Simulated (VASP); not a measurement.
## SiO2: electric field gradients with PBE

The system is SiO2.

```
Si O
1.0
     4.26208    0.00000    0.00000
     0.00000    4.26208    0.00000
     0.00000    0.00000    2.72012
Si O
2 4
Direct
  0.00000 0.00000 0.00000
  0.50000 0.50000 0.50000
  0.30670 0.30670 0.00000
  0.19330 0.80670 0.50000
  0.69330 0.69330 0.00000
  0.80670 0.19330 0.50000
```

This cell differs from its parent crystal: volume scaled by 1.06.

- Program: VASP 6.6.1
- Task: electric field gradients
- Functional: PBE
- Potentials or basis: VASP PAW PBE potentials, release 64 (Si, O)
- Cutoff: 520 eV
- k mesh: 6 × 6 × 9
- Occupations: fermi-dirac, width 0.03 eV
- Spin: no spin polarisation
- Dipole correction: no
- Further INCAR settings: ALGO = Normal; EDIFF = 1e-08; NBANDS = 25

```
Pressure               : -6.8 GPa
Largest force          : 0.151 eV/Å
Band gap on the k mesh : 4.60 eV, direct
```

Forces on the atoms (eV/Å):
```
Si   0.000  0.000  0.000
Si   0.000  0.000  0.000
O    0.106  0.106  0.000
O   -0.106  0.106  0.000
O   -0.106 -0.106  0.000
O    0.106 -0.106  0.000
```

Stress tensor (GPa, compression positive):
```
-5.90  0.00  0.00
 0.00 -5.90  0.00
 0.00  0.00 -8.72
```

Levels at points of the mesh, in eV from the valence-band top:
```tsv
k point	band 14	band 15	band 16	band 17	band 18	band 19
(0.00, 0.00, 0.00)	-0.84	-0.84	0.00	4.60	6.43	8.02
(0.50, 0.00, 0.00)	-2.58	-1.01	-1.01	6.94	6.94	8.64
(0.50, 0.50, 0.00)	-2.51	-2.08	-2.08	6.69	6.69	9.51
```

Electric field gradients, principal values (V/Å²):
```tsv
atom	least	middle	greatest (by size)
1 Si	-4.060	-17.912	21.973
2 Si	-4.060	-17.912	21.973
3 O	50.456	65.832	-116.288
4 O	50.456	65.832	-116.288
5 O	50.456	65.832	-116.288
6 O	50.456	65.832	-116.288
```

Wall time 21 s on 1 thread of Intel(R) Xeon(R) Platinum 8559C (Emerald Rapids), with other jobs on the host, peak memory 0.18 GiB.

Caveat: without QUAD_EFG the Cq values of the log hold for a quadrupole moment of 1 mb, not for the nuclei. A k mesh can miss the band edges.
